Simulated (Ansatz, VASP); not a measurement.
Two plane-wave programs on Ni

```
Ni
1.0
     2.57896    0.00000    0.00000
    -1.28948    2.23344    0.00000
     0.00000    0.00000    4.22299
Ni
2
Direct
  0.33333 0.66667 0.25000
  0.66667 0.33333 0.75000
```

Alike in both runs: task single point; functional RPBE; k mesh 16 × 16 × 9; occupations fermi-dirac, width 0.05 eV; collinear spin.

|  | VASP | Ansatz |
| --- | --- | --- |
| version | VASP 6.6.1 | Ansatz 0.2.0 |
| potentials or method | VASP PAW PBE potentials, release 64 (Ni), cutoff 520 eV | plane waves (420 eV) with PAW, scalar-relativistic |
| valence electrons in the cell | 20 | 36 |

|  | VASP | Ansatz | Ansatz less VASP |
| --- | --- | --- | --- |
| pressure (GPa) | -11.0 | -11.3 | -0.27 |
| traceless stress, the component that is largest in VASP (GPa) | 0.13 | 0.09 | -0.040 |
| net moment per atom (μB) | 0.69 | 0.71 | +0.022 |
| size of the moment on the site where the two differ most (μB) | 0.71 | 0.76 | +0.043 |

VASP's potentials were made for PBE, not for RPBE. Site moments also hang on the region over which each program counts them. VASP's potentials hold 20 valence electrons a cell and Ansatz's 36, so a difference there can come from the potentials and not from the codes.
